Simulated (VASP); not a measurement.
Write the native input for VASP 6.6.1 that does the following.

| Property | Result |
| --- | --- |
| Task | single point |
| Functional | r2SCAN |
| Potentials or basis | VASP PAW PBE potentials, release 64 (Be, C) |
| Cutoff | 660 eV |
| k mesh | 8 × 8 × 8 |
| Occupations | gaussian, width 0.01 eV |
| Spin | no spin polarisation |
| Dipole correction | no |
| Further INCAR settings | ALGO = Normal; EDIFF = 1e-06; NBANDS = 11 |

The system is Be2C.

```
Be C
1.0
     0.00000    2.13866    2.13866
     2.13866    0.00000    2.13866
     2.13866    2.13866    0.00000
Be C
2 1
Direct
  0.75000 0.75000 0.75000
  0.25000 0.25000 0.25000
  0.00000 0.00000 0.00000
```

This cell differs from its parent crystal: volume changed by -3%.

These files were run (other wordings do the same):

POSCAR

```
Be2C
1.0
    0.0000000000      2.1386610690      2.1386610690
    2.1386610690      0.0000000000      2.1386610690
    2.1386610690      2.1386610690      0.0000000000
Be C
2 1
Direct
    0.7500000000      0.7500000000      0.7500000000
    0.2500000000      0.2500000000      0.2500000000
    0.0000000000      0.0000000000      0.0000000000
```

INCAR.step1

```
ALGO = Normal
EDIFF = 1E-5
ENCUT = 660
GGA = PE
GGA_COMPAT = F
ISMEAR = 0
LASPH = T
LCHARG = F
LREAL = F
LWAVE = T
NBANDS = 11
NELM = 120
PREC = Accurate
SIGMA = 0.01
```

INCAR.step2

```
ALGO = Normal
EDIFF = 1E-6
ENCUT = 660
GGA_COMPAT = F
ISIF = 2
ISMEAR = 0
ISTART = 1
LASPH = T
LCHARG = F
LMIXTAU = T
LREAL = F
LWAVE = F
METAGGA = R2SCAN
NBANDS = 11
NELM = 120
PREC = Accurate
SIGMA = 0.01
```

KPOINTS

```
k-points
0
Gamma
  8 8 8
```

Potentials or basis: VASP PAW PBE potentials, release 64 (Be, C).

Launch:

```console
$ cat potpaw_PBE.64/Be/POTCAR potpaw_PBE.64/C/POTCAR > POTCAR
$ cp INCAR.step1 INCAR
$ mpirun -np 1 vasp_std > vasp.out
$ cp INCAR.step2 INCAR
$ mpirun -np 1 vasp_std > vasp.out
```

It gave:

```yaml
Pressure: 7.4 GPa
Band_gap_on_the_k_mesh: 1.54 eV, indirect (least direct gap 4.69 eV)
```

Caveat: the PAW data sets were made with another functional, which shifts forces and pressure a little.

Run time: 79 s on 1 thread of Intel Xeon 8259CL, on a shared host, peak memory 0.16 GiB.
